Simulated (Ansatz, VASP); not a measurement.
## One calculation of Zr, two programs

```
CELL_PARAMETERS angstrom
3.32896 0.00000 0.00000
-1.66448 2.88296 0.00000
0.00000 0.00000 5.22421
ATOMIC_POSITIONS crystal
Zr 0.33333 0.66667 0.25000
Zr 0.66667 0.33333 0.75000
```

Change from the starting cell: strain +0.030 along x and y, +0.015 along z, atoms carried along.

Alike in both runs: task single point; functional PBEsol; k mesh 18 × 18 × 10; occupations gaussian, width 0.15 eV; no spin polarisation.

|  | VASP | Ansatz |
| --- | --- | --- |
| version | VASP 6.6.1 | Ansatz 0.2.0 |
| potentials or method | VASP PAW PBE potentials, release 64 (Zr_sv), cutoff 520 eV | scalar-relativistic, plane waves, PAW |
| valence electrons in the cell | 24 | 24 |

```tsv
	VASP	Ansatz	Ansatz less VASP
gap on the k mesh at the Fermi level (eV)	none	none	-
pressure (GPa)	-9.0	-9.0	-0.04
traceless stress, the component that is largest in VASP (GPa)	0.76	0.75	-0.004
```

VASP's potentials were made for PBE, not for PBEsol. A gap of «none» marks a metal or a gap that the smearing closes.
